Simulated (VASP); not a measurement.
Crystal: Hf2Pd2Se2Br2O3.

```xyz
11
Lattice="-1.8923 2.6721 12.2842 1.8923 -2.6721 12.2842 1.8923 2.6721 -12.2842" Properties=species:S:1:pos:R:3 pbc="T T T"
Hf    0.0000    0.0000   22.6263
Hf    0.0000    0.0000    1.9421
Pd    0.0000    0.0000   16.7881
Pd    0.0000    0.0000    7.7803
Se    0.0000    2.6721    2.8934
Se    1.8923    0.0000    9.3908
Br    0.0000    0.0000   19.3256
Br    0.0000    0.0000    5.2429
O     0.0000    2.6721    9.8571
O     1.8923    0.0000    2.4271
O     0.0000    0.0000    0.0000
```

Base run:

```yaml
Program: VASP 6.6.1
Functional: BLYP
Potentials_or_basis: VASP PAW PBE potentials, release 64 (Hf_pv, Pd, Se, Br, O)
Cutoff: 520 eV
k_mesh: 6 × 6 × 6
Occupations: fermi-dirac, width 0.05 eV
Spin: no spin polarisation
```

Its results: band gap on the k mesh zero (bands 42 and 43 overlap by 0.08 eV); pressure 3.4 GPa; largest force 0.358 eV/Å.

The run is repeated on the same cell with these changes: functional from BLYP to PBE; further incar settings from ALGO = Normal; EDIFF = 1e-06; NBANDS = 53 to ALGO = Normal; EDIFF = 1e-07; NBANDS = 53. What comes out?

Band gap on the k mesh zero (bands 42 and 43 overlap by 0.08 eV); pressure -0.5 GPa; largest force 0.077 eV/Å.

Caveats: spin-orbit coupling is left out, which moves the levels of the heavy elements; the cell stands under pressure (at least some runs); the PAW data sets were made with another functional, which shifts forces and pressure a little (at least some runs).
